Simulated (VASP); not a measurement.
GaN: single point with PBE

GaN:

```
Ga N
1.0
     3.11949    0.00000    0.00000
    -1.55974    2.70155    0.00000
     0.00000    0.00000    5.07995
Ga N
2 2
Direct
  0.33333 0.66667 0.99919
  0.66667 0.33333 0.49919
  0.33333 0.66667 0.37581
  0.66667 0.33333 0.87581
```

This cell differs from its parent crystal: strain -2.0%.

```json
{"Program": "VASP 6.6.1", "Task": "single point", "Functional": "PBE", "Potentials or basis": "VASP PAW PBE potentials, release 64 (Ga_d, N)", "Cutoff": "520 eV", "k mesh": "12 × 12 × 6", "Occupations": "fermi-dirac, width 0.02 eV", "Spin": "no spin polarisation", "Dipole correction": "no", "Further INCAR settings": "ALGO = Normal; EDIFF = 1e-07; NBANDS = 26"}
```

```yaml
Pressure: 19.8 GPa
Largest_force: 0.006 eV/Å
Band_gap_on_the_k_mesh: 2.35 eV
```

Forces in eV/Å, atoms in the order of the input:
```
Ga   0.000  0.000  0.006
Ga   0.000  0.000  0.006
N    0.000  0.000 -0.006
N    0.000  0.000 -0.006
```

Stress tensor (GPa, compression positive):
```
19.78  0.00  0.00
 0.00 19.78  0.00
 0.00  0.00 19.97
```

Levels at points of the mesh, in eV from the valence-band top:
```
           k point  band 14  band 15  band 16  band 17  band 18  band 19  band 20  band 21  band 22  band 23
(0.00, 0.00, 0.00)    -1.12    -1.12    -0.05     0.00     0.00     2.35     4.68     9.57    10.27    10.27
(0.50, 0.00, 0.00)    -5.52    -4.50    -2.98    -2.40    -1.08     5.25     5.91     6.26     9.14    10.74
(0.00, 0.00, 0.50)    -3.96    -0.57    -0.57    -0.57    -0.57     4.67     4.67     8.82     8.82    10.79
(0.50, 0.00, 0.50)    -6.95    -2.11    -2.11    -2.03    -2.03     4.61     4.61     8.18     8.18    10.37
```

Run time: 110 s on 1 thread of Intel Xeon 8259CL, on a shared host, peak memory 0.2 GiB.

Caveat: the cell differs from its parent crystal (strain -2.0%); the cell stands under pressure.
